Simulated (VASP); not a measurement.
Input of a VASP 6.6.1 run:

The input INCAR:

```
SYSTEM = AlGa3As4
ALGO = Normal ; EDIFF = 1E-6
ENCUT = 520 ; GGA = PE
ISIF = 2 ; ISMEAR = 0
LASPH = .True. ; LCHARG = .True.
LELF = .True. ; LREAL = .False.
LVHAR = .True. ; LWAVE = .False.
NBANDS = 41 ; NELM = 100
PREC = Accurate ; SIGMA = 0.02
```

File KPOINTS:

```
k-points
0
Gamma
  6 6 6
  0 0 0
```

The input POSCAR:

```
AlGa3As4
1.0
    5.7407445401      0.0000000000      0.0000000000
    0.0000000000      5.7407445401      0.0000000000
    0.0000000000      0.0000000000      5.7407445401
Al Ga As
1 3 4
Direct
    0.0000000000      0.0000000000      0.0000000000
    0.5000000000      0.5000000000      0.0000000000
    0.5000000000      0.0000000000      0.5000000000
    0.0000000000      0.5000000000      0.5000000000
    0.7506715844      0.7506715844      0.2493284156
    0.7506715844      0.2493284156      0.7506715844
    0.2493284156      0.7506715844      0.7506715844
    0.2493284156      0.2493284156      0.2493284156
```

Potentials or basis: VASP PAW PBE potentials, release 64 (Al, Ga_d, As).

Run with:

```bash
$ cat potpaw_PBE.64/Al/POTCAR potpaw_PBE.64/Ga_d/POTCAR potpaw_PBE.64/As/POTCAR > POTCAR
$ mpirun -np 1 vasp_std > vasp.out
```

Task: What does it give for the largest force?

Result: 0.004 eV/Å.

Task: Estimate the pressure.

Result: 0.2 GPa.

Forces on the atoms (eV/Å):
```
Al   0.000  0.000  0.000
Ga   0.000  0.000  0.000
Ga   0.000  0.000  0.000
Ga   0.000  0.000  0.000
As   0.002  0.002 -0.002
As   0.002 -0.002  0.002
As  -0.002  0.002  0.002
As  -0.002 -0.002 -0.002
```
